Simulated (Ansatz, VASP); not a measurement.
## One calculation of TiTe2, two programs

INCAR

```
SYSTEM = TiTe2
  ALGO = Normal
  EDIFF = 1E-6
  ENCUT = 520
  GGA = PE
  ISIF = 2
  ISMEAR = 0
  LASPH = .TRUE.
  LCHARG = .FALSE.
  LREAL = .FALSE.
  LWAVE = .FALSE.
  NBANDS = 19
  NELM = 60
  PREC = Accurate
  SIGMA = 0.15
```

Contents of KPOINTS:

```
k-points
0
G
  12 12 8
  0 0 0
```

File POSCAR:

```
TiTe2
1.0
    3.6825758654      0.0000000000      0.0000000000
   -1.8412879327      3.1892042508      0.0000000000
    0.0000000000      0.0000000000      6.3355500000
Ti Te
1 2
Direct
    0.0000000000      0.0000000000      0.0000000000
    0.6666666667      0.3333333333      0.2628000000
    0.3333333333      0.6666666667      0.7372000000
```

Input for Ansatz:

```yaml
crystal:
  lattice:
    - [3.6825758654, 0.0, 0.0]
    - [-1.8412879327, 3.1892042508, 0.0]
    - [0.0, 0.0, 6.33555]
  atoms:
    - { symbol: Ti, position: [0.0, 0.0, 0.0] }
    - { symbol: Te, position: [0.6666666667, 0.3333333333, 0.2628] }
    - { symbol: Te, position: [0.3333333333, 0.6666666667, 0.7372] }
basis:
  ecutwfc: 420
kpoints:
  mp_grid: { grid: [12, 12, 8] }
hamiltonian:
  xc: pbe
scf:
  occupations: { method: gaussian, width: 0.15 }
output:
  forces: true
  stress: true
  eigenvalues: true
```

Change from the starting cell: strain -0.025 along x and y, -0.025 along z, atoms carried along.

Alike in both runs: task single point; functional PBE; k mesh 12 × 12 × 8; occupations gaussian, width 0.15 eV; no spin polarisation.

|  | VASP | Ansatz |
| --- | --- | --- |
| version | VASP 6.6.1 | Ansatz 0.2.0 |
| potentials or method | VASP PAW PBE potentials, release 64 (Ti_sv, Te), cutoff 520 eV | scalar-relativistic, plane waves, PAW |
| valence electrons in the cell | 24 | 44 |

```tsv
	VASP	Ansatz	Ansatz less VASP
gap on the k mesh at the Fermi level (eV)	none	none	-
pressure (GPa)	6.7	6.7	+0.04
traceless stress, the component that is largest in VASP (GPa)	1.08	1.08	+0.001
rms of the force components (eV/Å)	0.354	0.350	-0.0041
```

Atom by atom the forces differ by 0.004 eV/Å (rms over components). A gap of «none» marks a metal or a gap that the smearing closes. VASP's potentials hold 24 valence electrons a cell and Ansatz's 44, so a difference there can come from the potentials and not from the codes.

Spin-orbit coupling is off throughout.
